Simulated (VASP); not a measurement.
Set up this calculation in VASP 6.6.1, as the native input.

- Task: single point
- Functional: LDA
- Potentials or basis: VASP PAW LDA potentials, release 64 (Al)
- Cutoff: 520 eV
- k mesh: 14 × 14 × 4
- Occupations: fermi-dirac, width 0.05 eV
- Spin: no spin polarisation
- Dipole correction: no
- Further INCAR settings: ALGO = Normal; EDIFF = 1e-06; NBANDS = 14

The structure of Al lies in POSCAR:

```
Al
1.0
    2.8270770000     -0.0094235900     -0.0094235900
   -1.4217000700      2.4530327967     -0.0034492733
   -0.0306199767     -0.0306199767      9.1859930000
Al
4
Direct
    0.0000000000      0.0000000000      0.0000000000
    0.3333333333      0.6666666667      0.2500000000
    0.0000000000      0.0000000000      0.5000000000
    0.6666666667      0.3333333333      0.7500000000
```

One way to write it, as run:

INCAR

```
SYSTEM = Al
ALGO     = Normal         ! electronic algorithm
EDIFF    = 1E-6           ! SCF threshold, eV
ENCUT    = 520            ! plane-wave cutoff, eV
ISIF     = 2              ! what is computed and relaxed
ISMEAR   = -1             ! smearing method
LASPH    = .True.         ! aspherical terms in the spheres
LCHARG   = .False.        ! write CHGCAR
LREAL    = .False.        ! projectors in reciprocal space
LWAVE    = .False.        ! write WAVECAR
NBANDS   = 14             ! bands
NELM     = 80             ! most SCF steps
PREC     = Accurate       ! precision mode
SIGMA    = 0.05           ! smearing width, eV
```

KPOINTS

```
k-points
0
Gamma
  14 14 4
  0 0 0
```

Potentials or basis: VASP PAW LDA potentials, release 64 (Al).

The run is started by

```sh
$ cat potpaw_LDA.64/Al/POTCAR > POTCAR
$ mpirun -np 1 vasp_std > vasp.out
```

Results of the run:

```
Pressure               : -0.2 GPa
Band gap on the k mesh : zero (band 6 reaches 12.16 eV, above the bottom of band 7 at 6.29 eV)
```

Wall time 78 s on 1 thread of Intel(R) Xeon(R) 6975P-C (Granite Rapids), with other jobs on the host, peak memory 0.35 GiB.
